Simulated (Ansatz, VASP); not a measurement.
## Si2C3: VASP beside Ansatz

Contents of INCAR:

```
SYSTEM = Si2C3
  PREC = Accurate
  ENCUT = 520
  EDIFF = 1E-6
  ISMEAR = 0
  SIGMA = 0.1
  LREAL = .False.
  LASPH = .True.
  NELM = 150
  ALGO = Normal
  ISIF = 2
  LWAVE = .False.
  LCHARG = .False.
  ISPIN = 2
  MAGMOM = 0 0 1 1 1
  LORBIT = 11
  GGA = PE
  NBANDS = 22
```

Contents of KPOINTS:

```
Automatic mesh
0
Gamma
  8 8 8
  0 0 0
```

POSCAR

```
Si2C3
1.0
   -1.5532973127      1.5532973127      6.3191350686
    1.5532973127     -1.5532973127      6.3191350686
    1.5532973127      1.5532973127     -6.3191350686
Si C
2 3
Direct
    0.1007158424      0.1007158424      0.0000000000
    0.8992841576      0.8992841576      0.0000000000
    0.6072052423      0.6072052423      0.0000000000
    0.5000000000      0.5000000000      0.0000000000
    0.3927947577      0.3927947577      0.0000000000
```

Input for Ansatz:

```yaml
crystal:
  lattice:
    - [-1.5532973127, 1.5532973127, 6.3191350686]
    - [1.5532973127, -1.5532973127, 6.3191350686]
    - [1.5532973127, 1.5532973127, -6.3191350686]
  atoms:
    - { symbol: Si, position: [0.1007158424, 0.1007158424, 0.0] }
    - { symbol: Si, position: [0.8992841576, 0.8992841576, 0.0] }
    - { symbol: C, position: [0.6072052423, 0.6072052423, 0.0], spin: 1.0 }
    - { symbol: C, position: [0.5, 0.5, 0.0], spin: 1.0 }
    - { symbol: C, position: [0.3927947577, 0.3927947577, 0.0], spin: 1.0 }
basis:
  ecutwfc: 420
kpoints:
  mp_grid: { grid: [8, 8, 8] }
hamiltonian:
  xc: pbe
scf:
  occupations: { method: gaussian, width: 0.1 }
  lower_state_search: "off"
output:
  forces: true
  stress: true
  eigenvalues: true
  populations: true
magnetization:
  spin_polarized: true
```

Alike in both runs: task single point; functional PBE; k mesh 8 × 8 × 8; occupations gaussian, width 0.1 eV; collinear spin.

|  | VASP | Ansatz |
| --- | --- | --- |
| version | VASP 6.6.1 | Ansatz 0.2.0 |
| potentials or method | VASP PAW PBE potentials, release 64 (Si, C), cutoff 520 eV | scalar-relativistic, plane waves, PAW |
| valence electrons in the cell | 20 | 20 |

```csv
,VASP,Ansatz,Ansatz less VASP
gap on the k mesh at the Fermi level (eV),none,none,-
pressure (GPa),0.2,0.0,-0.16
"traceless stress, the component that is largest in VASP (GPa)",0.19,0.03,-0.164
rms of the force components (eV/Å),0.019,0.004,-0.0157
net moment per atom (μB),0.00,0.00,0.000
```

Atom by atom the forces differ by 0.018 eV/Å (rms over components). A gap of «none» marks a metal or a gap that the smearing closes. Ansatz's warnings: seeded moment not kept.
